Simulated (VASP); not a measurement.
# Ge2Se (R3m) in VASP: a series of runs

Runs on Ge2Se. Level: PBE. Tasks: single point, relaxation of cell and atoms.

Everything below comes from runs of VASP 6.6.1. Logs are shortened: lines on timing, memory, paths and dates and some standing lists are left out, and cuts for length are marked.

**1. The cell of the first run**

It takes space group R3m (No. 160, trigonal). Conventional cell: a = 3.250 Å, b = 3.250 Å, c = 18.873 Å, α = 90.00°, β = 90.00°, γ = 120.00°. Ge (site symmetry 3m) has 3 Se at 2.43 Å and 7 Ge at 3.09 to 3.25 Å within 3.3 Å. Within 3.3 Å of Ge (site symmetry 3m) lie 3 Se at 2.43 Å and 7 Ge at 3.09 to 3.25 Å. Within 3.3 Å of Se (site symmetry 3m) lie 6 Ge at 2.43 Å and 6 Se at 3.25 Å.

**2. Single point, PBE**

INCAR reads:

```
PREC = Accurate
ENCUT = 520
EDIFF = 1E-6
ISMEAR = 0
SIGMA = 0.1
LREAL = False
LASPH = True
NELM = 60
ALGO = Normal
ISIF = 2
LWAVE = False
LCHARG = False
GGA = PE
NBANDS = 24
```

KPOINTS reads:

```
regular mesh
0
Gamma
  6 6 6
```

POSCAR reads:

```
Ge2Se
1.0
    1.6247776217      0.9380657972      6.2908930191
   -1.6247776217      0.9380657972      6.2908930191
    0.0000000000     -1.8761315945      6.2908930191
Ge Se
2 1
Direct
    0.7484000000      0.7484000000      0.7484000000
    0.5849000000      0.5849000000      0.5849000000
    0.0000000000      0.0000000000      0.0000000000
```

Potentials or basis: VASP PAW PBE potentials, release 64 (Ge_d, Se).

The run is started by

```console
$ cat potpaw_PBE.64/Ge_d/POTCAR potpaw_PBE.64/Se/POTCAR > POTCAR
$ mpirun -np 1 vasp_std > vasp.out
```

OUTCAR:

```text
PREC = Accurate
   ENCUT = 520
   EDIFF = 1E-6
   ISMEAR = 0
   LREAL = False
   LASPH = True
   NELM = 60
   ISIF = 2
   GGA = PE

 ion  position               nearest neighbor table
   1  0.748  0.748  0.748-   3 2.43   3 2.43   3 2.43
   2  0.585  0.585  0.585-   3 2.43   3 2.43   3 2.43
   3  0.000  0.000  0.000-   1 2.43   1 2.43   1 2.43   2 2.43   2 2.43   2 2.43

  LATTYP: Found a trigonal (rhomboedric) cell.
 ALAT       =     6.5646938038
 COS(alpha) =     0.8774851014

  Lattice vectors:

 A1 = (   1.6247776217,   0.9380657972,   6.2908930191)
 A2 = (  -1.6247776217,   0.9380657972,   6.2908930191)
 A3 = (   0.0000000000,  -1.8761315945,   6.2908930191)

Analysis of symmetry for initial positions (statically):
=====================================================================
 Subroutine PRICEL returns:
 Original cell was already a primitive cell.

 Routine SETGRP: Setting up the symmetry group for a
 trigonal (rhombohedral) supercell.

 Subroutine GETGRP returns: Found  6 space group operations
 (whereof  6 operations were pure point group operations)
 out of a pool of 12 trial point group operations.

The static configuration has the point symmetry C_3v.

Analysis of symmetry for dynamics (positions and initial velocities):
=====================================================================
 Subroutine PRICEL returns:
 Original cell was already a primitive cell.

 Routine SETGRP: Setting up the symmetry group for a
 trigonal (rhombohedral) supercell.

 Subroutine GETGRP returns: Found  6 space group operations
 (whereof  6 operations were pure point group operations)
 out of a pool of 12 trial point group operations.

The dynamic configuration has the point symmetry C_3v.

 Subroutine INISYM returns: Found  6 space group operations
 (whereof  6 operations are pure point group operations),
 and found     1 'primitive' translations

----------------------------------------------------------------------------------------

                                     Primitive cell

  volume of cell :      57.5295

  direct lattice vectors                    reciprocal lattice vectors
     1.624777622  0.938065797  6.290893019     0.307734421  0.177670551  0.052986648
    -1.624777622  0.938065797  6.290893019    -0.307734421  0.177670551  0.052986648
     0.000000000 -1.876131595  6.290893019     0.000000000 -0.355341101  0.052986648

  length of vectors
     6.564693804  6.564693804  6.564693804     0.359269931  0.359269931  0.359269931

  position of ions in fractional coordinates (direct lattice)
     0.748400000  0.748400000  0.748400000
     0.584900000  0.584900000  0.584900000
     0.000000000  0.000000000  0.000000000

  ion indices of the primitive-cell ions
   primitive index   ion index
                 1           1
                 2           2
                 3           3

----------------------------------------------------------------------------------------

 KPOINTS: regular mesh

Automatic generation of k-mesh.
 Grid dimensions read from file:
 generate k-points for:    6    6    6

 Generating k-lattice:

  Cartesian coordinates                     Fractional coordinates (reciprocal lattice)
     0.051289070  0.029611758  0.008831108     0.166666667  0.000000000  0.000000000
    -0.051289070  0.029611758  0.008831108     0.000000000  0.166666667  0.000000000
     0.000000000 -0.059223517  0.008831108     0.000000000  0.000000000  0.166666667

  Length of vectors
     0.059878322  0.059878322  0.059878322

  Shift w.r.t. Gamma in fractional coordinates (k-lattice)
     0.000000000  0.000000000  0.000000000

 Subroutine IBZKPT returns following result:
 ===========================================

 Found     32 irreducible k-points:

 Following reciprocal coordinates:
            Coordinates               Weight
  0.000000  0.000000  0.000000      1.000000
  0.166667  0.000000  0.000000      6.000000
  0.333333  0.000000  0.000000      6.000000
  0.500000  0.000000  0.000000      3.000000
  0.166667  0.166667  0.000000      6.000000
  0.333333  0.166667  0.000000     12.000000
[... 16 lines left out ...]
  0.500000  0.500000  0.166667      6.000000
 -0.333333  0.500000  0.166667     12.000000
 [... further k-points ...]
   k-points           NKPTS =     32   k-points in BZ     NKDIM =     32   number of bands    NBANDS=     24
   number of dos      NEDOS =    301   number of ions     NIONS =      3
   total plane-waves  NPLWV = 125000
   dimension x,y,z NGX =    50 NGY =   50 NGZ =   50
   dimension x,y,z NGXF=   100 NGYF=  100 NGZF=  100
   ions per type =               2   1
   NGX,Y,Z   is equivalent  to a cutoff of  12.66, 12.66, 12.66 a.u.
   NGXF,Y,Z  is equivalent  to a cutoff of  25.32, 25.32, 25.32 a.u.
 SYSTEM =  unknown system
   PREC   = accura    normal or accurate (medium, high low for compatibility)
   ISTART =      0    job   : 0-new  1-cont  2-samecut
   ICHARG =      2    charge: 1-file 2-atom 10-const
   ISPIN  =      1    spin polarized calculation?
   LNONCOLLINEAR =      F non collinear calculations
   LSORBIT =      F    spin-orbit coupling
   LASPH  =      T    aspherical Exc in radial PAW
   ENCUT  =  520.0 eV  38.22 Ry    6.18 a.u.  12.21 12.21 12.21*2*pi/ulx,y,z
   NELM   =     60;   NELMIN=  2; NELMDL= -5     # of ELM steps
   EDIFF  = 0.1E-05   stopping-criterion for ELM
   LREAL  =      F    real-space projection
   EDIFFG = 0.1E-04   stopping-criterion for IOM
   NSW    =      0    number of steps for IOM
   IBRION =     -1    ionic relax: 0-MD 1-quasi-New 2-CG
   NFREE  =      0    steps in history (QN), initial steepest desc. (CG)
   ISIF   =      2    stress and relaxation
   ISYM   =      2    0-nonsym 1-usesym 2-fastsym
   POTIM  = 0.5000    time-step for ionic-motion
   TEBEG  =    0.0;   TEEND  =   0.0 temperature during run
   PSTRESS=    0.0 pullay stress
   NELECT =      34.0000    total number of electrons
   NUPDOWN=      -1.0000    fix difference up-down
   EMIN   =  10.00;   EMAX   =-10.00  energy-range for DOS
   EFERMI =   0.00;   METHOD = LEGACY
   ISMEAR =     0;   SIGMA  =   0.10  broadening in eV -4-tet -1-fermi 0-gaus
   EFERMI_NEDOS =   21; number of points for ismear=-14 and -15
   IALGO  =     38    algorithm
   IMIX   =      4    mixing-type and parameters
     AMIX     =   0.40;   BMIX     =  1.00
     AMIX_MAG =   1.60;   BMIX_MAG =  1.00
  volume/ion in A,a.u.               =      19.18       129.41
  Fermi-wavevector in a.u.,A,eV,Ry     =   1.373844  2.596189 25.680294  1.887448
  Thomas-Fermi vector in A             =   2.499325
   LORBIT       =      0    0 simple, 1 ext, 2 COOP (PROOUT), +10 PAW based schemes
   GGA     = PE    functional components
   LHFCALC =     F    Hartree Fock is set to
   AEXX    =    0.0000 exact exchange contribution
   IVDW    =     0    specifies the selected vdW correction
   LEPSILON=     F    determine dielectric tensor
   LRPA    =     F    only Hartree local field effects (RPA)
 non-spin polarized calculation
 Gauss-broadening in eV      SIGMA  =   0.10
  energy-cutoff  :      520.00
  volume of cell :       57.53
 maximum number of plane-waves:      1570
 NGX is ok and might be reduce to    50
   NGX = 25   NGY = 25   NGZ = 25

 number of electron      34.0000014 magnetization

 Free energy of the ion-electron system (eV)
  ---------------------------------------------------
  ext. energy  EPLUGINS =         0.00000000
  ---------------------------------------------------
  free energy    TOTEN  =        -9.81748929 eV

  energy without entropy =       -9.80918133  energy(sigma->0) =       -9.81333531

 E-fermi :   7.1411     XC(G=0): -10.7926

 val. band max:        7.1034554703   @ k =   0.5000   0.5000   0.1667
 cond. band min:       7.1555075278   @ k =  -0.3333   0.1667  -0.0000
 fundamental gap:      0.0520520575
 Fermi energy:         7.1411313016

 k-point     1 :       0.0000    0.0000    0.0000
  band No.  band energies     occupation
      1     -18.1907      2.00000
      2     -18.1630      2.00000
      3     -18.1630      2.00000
      4     -18.1436      2.00000
      5     -18.1436      2.00000
      6     -18.1407      2.00000
[... 16 lines left out ...]
     23      13.8929      0.00000
     24      15.6779      0.00000

 k-point     2 :       0.1667    0.0000    0.0000
  band No.  band energies     occupation
      1     -18.1852      2.00000
      2     -18.1768      2.00000
      3     -18.1615      2.00000
      4     -18.1512      2.00000
      5     -18.1400      2.00000
      6     -18.1379      2.00000
[... 16 lines left out ...]
     23      13.2705      0.00000
     24      14.6972      0.00000

 k-point     3 :       0.3333    0.0000    0.0000
  band No.  band energies     occupation
      1     -18.2063      2.00000
      2     -18.1750      2.00000
      3     -18.1650      2.00000
      4     -18.1626      2.00000
      5     -18.1421      2.00000
      6     -18.1396      2.00000
[... 16 lines left out ...]
     23      13.4654      0.00000
     24      15.2642      0.00000

 k-point     4 :       0.5000    0.0000    0.0000
  band No.  band energies     occupation
      1     -18.2202      2.00000
      2     -18.1727      2.00000
      3     -18.1718      2.00000
      4     -18.1639      2.00000
      5     -18.1435      2.00000
      6     -18.1405      2.00000
[... 16 lines left out ...]
     23      13.8056      0.00000
     24      15.8546      0.00000

 k-point     5 :       0.1667    0.1667    0.0000
  band No.  band energies     occupation
      1     -18.1852      2.00000
      2     -18.1762      2.00000
      3     -18.1621      2.00000
      4     -18.1511      2.00000
      5     -18.1395      2.00000
      6     -18.1383      2.00000
[... 451 lines left out ...]
 k-point    22 :      -0.1667    0.3333    0.1667
  band No.  band energies     occupation
      1     -18.2132      2.00000
      2     -18.1716      2.00000
      3     -18.1690      2.00000
      4     -18.1652      2.00000
      5     -18.1428      2.00000
      6     -18.1377      2.00000
[... 16 lines left out ...]
     23      14.4118      0.00000
     24      15.9814      0.00000

 k-point    23 :       0.5000    0.5000    0.1667
  band No.  band energies     occupation
      1     -18.2058      2.00000
      2     -18.1744      2.00000
      3     -18.1655      2.00000
      4     -18.1646      2.00000
      5     -18.1437      2.00000
      6     -18.1368      2.00000
[... 16 lines left out ...]
     23      14.8313      0.00000
     24      15.3674      0.00000

 k-point    24 :      -0.3333    0.5000    0.1667
  band No.  band energies     occupation
      1     -18.2131      2.00000
      2     -18.1733      2.00000
      3     -18.1684      2.00000
      4     -18.1650      2.00000
      5     -18.1419      2.00000
      6     -18.1377      2.00000
[... 16 lines left out ...]
     23      15.4873      0.00000
     24      16.0940      0.00000

 [... further k-points ...]
[... 5 lines left out ...]
  --------------------------------------------------------------------------------------
  -------------------------------------------------------------------------------------
  Total        9.3429791      9.3429791     12.1976517      0.0000000     -0.0000000     -0.0000000
  in kB      260.1987341    260.1987341    339.7003786      0.0000000     -0.0000000     -0.0000000
  external PRESSURE =     286.6992823 kB  Pullay stress =       0.0000000 kB

 VOLUME and BASIS-vectors are now :
 -----------------------------------------------------------------------------
  energy-cutoff  :      520.00
  volume of cell :       57.53
      direct lattice vectors                 reciprocal lattice vectors
     1.624777622  0.938065797  6.290893019     0.307734421  0.177670551  0.052986648
    -1.624777622  0.938065797  6.290893019    -0.307734421  0.177670551  0.052986648
     0.000000000 -1.876131595  6.290893019     0.000000000 -0.355341101  0.052986648

 POSITION                                       TOTAL-FORCE (eV/Angst)
 -----------------------------------------------------------------------------------
      0.00000     -0.00000     14.12431         0.000000     -0.000000      4.589507
      0.00000     -0.00000     11.03863         0.000000      0.000000     -4.683939
      0.00000      0.00000      0.00000         0.000000     -0.000000      0.094432
 -----------------------------------------------------------------------------------
    total drift:                               -0.000000     -0.000000     -0.000132

  FREE ENERGIE OF THE ION-ELECTRON SYSTEM (eV)
  ---------------------------------------------------
  free  energy   TOTEN  =        -9.8174892868 eV

  energy  without entropy=       -9.8091813343  energy(sigma->0) =       -9.81333531
```

It took 2.5 min on 1 thread of Intel Xeon Platinum 8375C at 2.90GHz (Ice Lake), shared host; peak memory 0.34 GiB.

What came out:

```
Free energy            : -9.8175 eV
Pressure               : 28.7 GPa
Largest force          : 4.684 eV/Å
Band gap on the k mesh : zero (bands 17 and 18 overlap by 2.07 eV)
```

Forces in eV/Å, atoms in the order of the input:
```
Ge   0.000  0.000  4.590
Ge   0.000  0.000 -4.684
Se   0.000  0.000  0.094
```

Levels at points of the mesh, in eV from the Fermi level:
| k point | band 14 | band 15 | band 16 | band 17 | band 18 | band 19 | band 20 | band 21 |
| --- | --- | --- | --- | --- | --- | --- | --- | --- |
| (0.00, 0.00, 0.00) | -2.49 | -2.49 | -1.14 | 0.47 | 3.61 | 3.61 | 4.30 | 4.30 |
| (0.50, 0.00, 0.00) | -6.44 | -4.73 | -4.17 | -1.92 | 0.66 | 1.45 | 1.60 | 3.64 |
| (0.50, 0.50, 0.00) | -6.63 | -4.75 | -3.47 | -1.41 | 0.43 | 1.22 | 1.84 | 2.53 |
| (0.50, 0.50, 0.50) | -4.29 | -2.49 | -2.49 | 1.55 | 3.52 | 3.52 | 4.49 | 4.49 |

Caveat: the k points lie up to 0.38 Å⁻¹ apart, too coarse for converged energies and pressures of a metal; forces of over 1 eV/Å act on the atoms, so gaps and moduli don't describe the material at rest.

**3. Single point, PBE**

This run uses another cell than the first one, of 21.37 Å³/atom.

INCAR reads:

```
SYSTEM = Ge2Se
  PREC = Accurate
  ENCUT = 520
  EDIFF = 1E-7
  ISMEAR = 0
  SIGMA = 0.1
  LREAL = .FALSE.
  LASPH = .TRUE.
  NELM = 100
  ALGO = Normal
  ISIF = 2
  LWAVE = .FALSE.
  LCHARG = .TRUE.
  GGA = PE
  LELF = .TRUE.
  LVHAR = .TRUE.
  NBANDS = 24
```

KPOINTS reads:

```
regular mesh
0
G
  6 6 6
  0 0 0
```

POSCAR reads:

```
Ge2Se
1.0
    1.8326635395      1.0580887878      5.5109672556
   -1.8326635395      1.0580887878      5.5109672556
    0.0000000000     -2.1161775757      5.5109672556
Ge Se
2 1
Direct
    0.7763134382      0.7763134382      0.7763134382
    0.5537386122      0.5537386122      0.5537386122
    0.0032479495      0.0032479495      0.0032479495
```

Potentials or basis: VASP PAW PBE potentials, release 64 (Ge_d, Se).

The run is started by

```console
$ cat potpaw_PBE.64/Ge_d/POTCAR potpaw_PBE.64/Se/POTCAR > POTCAR
$ mpirun -np 1 vasp_std > vasp.out
```

OUTCAR:

```text
SYSTEM = Ge2Se
   PREC = Accurate
   ENCUT = 520
   EDIFF = 1E-7
   ISMEAR = 0
   LREAL = .FALSE.
   LASPH = .TRUE.
   NELM = 100
   ISIF = 2
   GGA = PE

 ion  position               nearest neighbor table
   1  0.776  0.776  0.776-   3 2.75   3 2.75   3 2.75   2 2.80   2 2.80   2 2.80
   2  0.554  0.554  0.554-   1 2.80   1 2.80   1 2.80
   3  0.003  0.003  0.003-   1 2.75   1 2.75   1 2.75

  LATTYP: Found a trigonal (rhomboedric) cell.
 ALAT       =     5.9033014174
 COS(alpha) =     0.8072450418

  Lattice vectors:

 A1 = (   1.8326635395,   1.0580887878,   5.5109672556)
[... 194 lines left out ...]
      6     -19.3391      2.00000
[... 637 lines left out ...]
     23      12.0400      0.00000
     24      15.0126      0.00000

 [... further k-points ...]
[... 5 lines left out ...]
  --------------------------------------------------------------------------------------
  -------------------------------------------------------------------------------------
  Total        0.0112045      0.0112045      0.0352607      0.0000000     -0.0000000      0.0000000
  in kB        0.2799744      0.2799744      0.8810844      0.0000000     -0.0000000      0.0000000
  external PRESSURE =       0.4803444 kB  Pullay stress =       0.0000000 kB

 VOLUME and BASIS-vectors are now :
 -----------------------------------------------------------------------------
  energy-cutoff  :      520.00
  volume of cell :       64.12
      direct lattice vectors                 reciprocal lattice vectors
     1.832663539  1.058088788  5.510967256     0.272826948  0.157516712  0.060485450
    -1.832663539  1.058088788  5.510967256    -0.272826948  0.157516712  0.060485450
     0.000000000 -2.116177576  5.510967256     0.000000000 -0.315033424  0.060485450

 POSITION                                       TOTAL-FORCE (eV/Angst)
 -----------------------------------------------------------------------------------
      0.00000     -0.00000     12.83471         0.000000     -0.000000      0.001356
      0.00000     -0.00000      9.15491         0.000000     -0.000000      0.002963
      0.00000     -0.00000      0.05370         0.000000      0.000000     -0.004319
 -----------------------------------------------------------------------------------
    total drift:                               -0.000000     -0.000000      0.000016

  FREE ENERGIE OF THE ION-ELECTRON SYSTEM (eV)
  ---------------------------------------------------
  free  energy   TOTEN  =       -12.0550602491 eV

  energy  without entropy=      -12.0484426575  energy(sigma->0) =      -12.05175145
```

OSZICAR:

```text
N       E                     dE             d eps       ncg     rms          rms(c)
DAV:   1     0.253040680777E+03    0.25304E+03   -0.17107E+04  1800   0.349E+03
DAV:   2     0.272455674614E+02   -0.22580E+03   -0.21709E+03  1568   0.692E+02
DAV:   3    -0.106034207877E+02   -0.37849E+02   -0.37312E+02  1936   0.155E+02
DAV:   4    -0.120597261610E+02   -0.14563E+01   -0.14557E+01  1616   0.344E+01
DAV:   5    -0.120871939430E+02   -0.27468E-01   -0.27467E-01  1968   0.556E+00    0.377E+00
DAV:   6    -0.120592607668E+02    0.27933E-01   -0.36972E-02  2104   0.264E+00    0.228E+00
DAV:   7    -0.120549284395E+02    0.43323E-02   -0.37182E-02  1880   0.205E+00    0.266E-01
DAV:   8    -0.120550448523E+02   -0.11641E-03   -0.44680E-03  1960   0.118E+00    0.972E-02
DAV:   9    -0.120550364249E+02    0.84274E-05   -0.69750E-04  2032   0.750E-01    0.298E-02
DAV:  10    -0.120550516677E+02   -0.15243E-04   -0.11930E-04  1776   0.327E-01    0.158E-02
DAV:  11    -0.120550589476E+02   -0.72799E-05   -0.26477E-05  2136   0.838E-02    0.445E-03
DAV:  12    -0.120550602911E+02   -0.13435E-05   -0.30526E-06  1704   0.178E-02    0.149E-03
DAV:  13    -0.120550602491E+02    0.41978E-07   -0.11290E-07  1424   0.181E-02
   1 F= -.12055060E+02 E0= -.12051751E+02  d E =-.661759E-02
```

stdout:

```text
POSCAR found type information on POSCAR GeSe
 POSCAR found :  2 types and       3 ions
 scaLAPACK will be used
 LDA part: xc-table for (Slater+PW92), standard interpolation
 POSCAR, INCAR and KPOINTS ok, starting setup
 FFT: planning ... GRIDC
 FFT: planning ... GRID_SOFT
 FFT: planning ... GRID
 WAVECAR not read
 entering main loop
```

It took 2.2 min on 1 thread of Intel Xeon Platinum 8375C at 2.90GHz (Ice Lake), shared host; peak memory 0.33 GiB.

What came out:

| Property | Result |
| --- | --- |
| Free energy | -12.0551 eV |
| Pressure | 0.0 GPa |
| Largest force | 0.004 eV/Å |
| Band gap on the k mesh | zero (bands 17 and 18 overlap by 3.06 eV) |

Forces in eV/Å, atoms in the order of the input:
```
Ge   0.000  0.000  0.001
Ge   0.000  0.000  0.003
Se   0.000  0.000 -0.004
```

Levels at points of the mesh, in eV from the Fermi level:
| k point | band 14 | band 15 | band 16 | band 17 | band 18 | band 19 | band 20 | band 21 |
| --- | --- | --- | --- | --- | --- | --- | --- | --- |
| (0.00, 0.00, 0.00) | -1.29 | -1.29 | 0.37 | 0.72 | 1.83 | 1.83 | 3.90 | 3.90 |
| (0.50, 0.00, 0.00) | -5.34 | -3.36 | -2.55 | -2.34 | -0.25 | 1.45 | 2.33 | 6.07 |
| (0.50, 0.50, 0.00) | -5.71 | -2.98 | -2.44 | -1.26 | 1.36 | 1.64 | 3.31 | 3.33 |
| (0.50, 0.50, 0.50) | -3.22 | -1.41 | -1.41 | 2.12 | 2.12 | 3.61 | 3.96 | 3.96 |

(Continued in part 2 of 2.)

The gap in the log of VASP goes by the Fermi energy; the results here count the filled bands.